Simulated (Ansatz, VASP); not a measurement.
# One calculation of Pd3Pt, two programs

```xyz
4
Lattice="0.0000 3.1426 3.1426 3.1426 0.0000 3.1426 3.1426 3.1426 0.0000" Properties=species:S:1:pos:R:3 pbc="T T T"
Pd    1.5713    1.5713    1.5713
Pd    4.7140    4.7140    4.7140
Pd    3.1426    3.1426    3.1426
Pt    0.0000    0.0000    0.0000
```

Change from the starting cell: species swapped into the TaW3 type (Fm-3m, No. 225).

Alike in both runs: task relaxation of cell and atoms; functional PBE; k mesh 12 × 12 × 12; occupations gaussian, width 0.1 eV; no spin polarisation.

|  | VASP | Ansatz |
| --- | --- | --- |
| version | VASP 6.6.1 | Ansatz 0.2.0 |
| potentials or method | VASP PAW PBE potentials, release 64 (Pd, Pt), cutoff 600 eV | scalar-relativistic, plane waves, PAW |
| valence electrons in the cell | 40 | 72 |

Ansatz gave:

- gap on the k mesh at the Fermi level, each at its own relaxed structure (eV): none
- relaxed volume (Å³/atom): 15.50
- relaxed length of the cell vector where the two differ most in proportion (Å): 4.443

What did VASP give for the same quantities?

gap on the k mesh at the Fermi level, each at its own relaxed structure (eV): none; relaxed volume (Å³/atom): 15.47; relaxed length of the cell vector where the two differ most in proportion (Å): 4.440.

A gap of «none» marks a metal or a gap that the smearing closes. VASP's potentials hold 40 valence electrons a cell and Ansatz's 72, so a difference there can come from the potentials and not from the codes.

Neither program's run includes spin-orbit coupling.
